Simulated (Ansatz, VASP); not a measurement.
# Two plane-wave programs on NaBe4

Contents of INCAR:

```
PREC = Accurate
ENCUT = 600
EDIFF = 1E-6
ISMEAR = 0
SIGMA = 0.1
LREAL = False
LASPH = True
NELM = 60
ALGO = Fast
ISIF = 3
LWAVE = False
LCHARG = False
GGA = PE
IBRION = 2
NSW = 100
EDIFFG = -0.01
```

Contents of KPOINTS:

```
regular mesh
0
Gamma
  10 10 10
```

POSCAR

```
NaBe4
1.0
    3.9722490693      0.0000000000      0.0000000000
    0.0000000000      3.9722490693      0.0000000000
    0.0000000000      0.0000000000      3.9722490693
Na Be
1 4
Direct
    0.5000000000      0.5000000000      0.5000000000
    0.5000000000      0.0000000000      0.0000000000
    0.0000000000      0.5000000000      0.0000000000
    0.0000000000      0.0000000000      0.5000000000
    0.0000000000      0.0000000000      0.0000000000
```

Input for Ansatz:

```yaml
crystal:
  lattice:
    - [3.9722490693, 0.0, 0.0]
    - [0.0, 3.9722490693, 0.0]
    - [0.0, 0.0, 3.9722490693]
  atoms:
    - { symbol: Na, position: [0.5, 0.5, 0.5] }
    - { symbol: Be, position: [0.5, 0.0, 0.0] }
    - { symbol: Be, position: [0.0, 0.5, 0.0] }
    - { symbol: Be, position: [0.0, 0.0, 0.5] }
    - { symbol: Be, position: [0.0, 0.0, 0.0] }
basis:
  ecutwfc: 420
kpoints:
  mp_grid: { grid: [10, 10, 10] }
hamiltonian:
  xc: pbe
scf:
  occupations: { method: gaussian, width: 0.1 }
output:
  forces: true
  stress: true
  eigenvalues: true
relax:
  adjacent_minimum: "off"
  f_tol: 0.01
  max_steps: 80
  cell: { stress_tol: 0.05 }
```

Alike in both runs: task relaxation of cell and atoms; functional PBE; k mesh 10 × 10 × 10; occupations gaussian, width 0.1 eV; no spin polarisation.

|  | VASP | Ansatz |
| --- | --- | --- |
| version | VASP 6.6.1 | Ansatz 0.2.0 |
| potentials or method | VASP PAW PBE potentials, release 64 (Na_pv, Be), cutoff 600 eV | scalar-relativistic, plane waves, PAW |
| valence electrons in the cell | 15 | 17 |

VASP gave:

```
gap on the k mesh at the Fermi level, each at its own relaxed structure (eV) : none
relaxed volume (Å³/atom)                                                     : 12.58
relaxed cell length with the largest relative difference (Å)                 : 3.977
```

Estimate Ansatz's values.

gap on the k mesh at the Fermi level, each at its own relaxed structure (eV): none; relaxed volume (Å³/atom): 12.59; relaxed cell length with the largest relative difference (Å): 3.978.

A gap of «none» marks a metal or a gap that the smearing closes. VASP's potentials hold 15 valence electrons a cell and Ansatz's 17, so a difference there can come from the potentials and not from the codes.
